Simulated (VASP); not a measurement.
Al2O3:

```
CELL_PARAMETERS angstrom
3.01748 0.00000 0.00000
-1.50874 2.61322 0.00000
0.00000 0.00000 7.57464
ATOMIC_POSITIONS crystal
Al 0.00000 0.00000 0.27795
Al 0.00000 0.00000 0.72205
O 0.33333 0.66667 0.19945
O 0.66667 0.33333 0.80055
O 0.00000 0.00000 0.50000
```

- Program: VASP 6.6.1
- Task: relaxation of cell and atoms
- Functional: PBEsol
- Dispersion: D3(BJ)
- Potentials or basis: VASP PAW PBE potentials, release 64 (Al, O)
- Cutoff: 600 eV
- k mesh: 12 × 12 × 4
- Occupations: gaussian, width 0.01 eV
- Spin: no spin polarisation

At the start: pressure -5.6 GPa; volume 11.95 Å³/atom.

Q: Where does the relaxation end?

A: Over 16 steps the energy falls by 9.9 meV/atom and the volume is 11.15 Å³/atom (-6.7 %); space group P-3m1 (No. 164, to 0.05 Å).

The path:
```tsv
step	energy change (eV)	largest force (eV/Å)	pressure (GPa)	volume (Å³)
1	0.0000	0.1912	-5.57	59.73
2	-0.0076	0.4062	5.42	56.21
3	-0.0358	0.1671	-0.07	57.82
4	-0.0348	0.3555	-0.17	57.61
5	-0.0374	0.1439	-0.14	57.73
6	-0.0388	0.0626	-0.06	57.60
7	-0.0390	0.0789	-0.04	57.53
8	-0.0399	0.0744	-0.08	57.44
9	-0.0426	0.0593	-0.19	57.16
10	-0.0466	0.0345	-0.46	56.62
11	-0.0478	0.1060	-0.77	55.52
12	-0.0486	0.0705	-0.61	56.02
13	-0.0485	0.0535	0.92	55.43
14	-0.0492	0.0326	0.09	55.74
15	-0.0492	0.0649	0.00	55.74
16	-0.0493	0.0047	0.07	55.74
```

Final structure:
```
CELL_PARAMETERS angstrom
2.97412 0.00000 0.00000
-1.48706 2.57566 0.00000
0.00000 0.00000 7.27620
ATOMIC_POSITIONS crystal
Al 0.00000 0.00000 0.27045
Al 0.00000 0.00000 0.72955
O 0.33333 0.66667 0.18870
O 0.66667 0.33333 0.81130
O 0.00000 0.00000 0.50000
```

Caveat: the PAW data sets were made with another functional, which shifts forces and pressure a little.
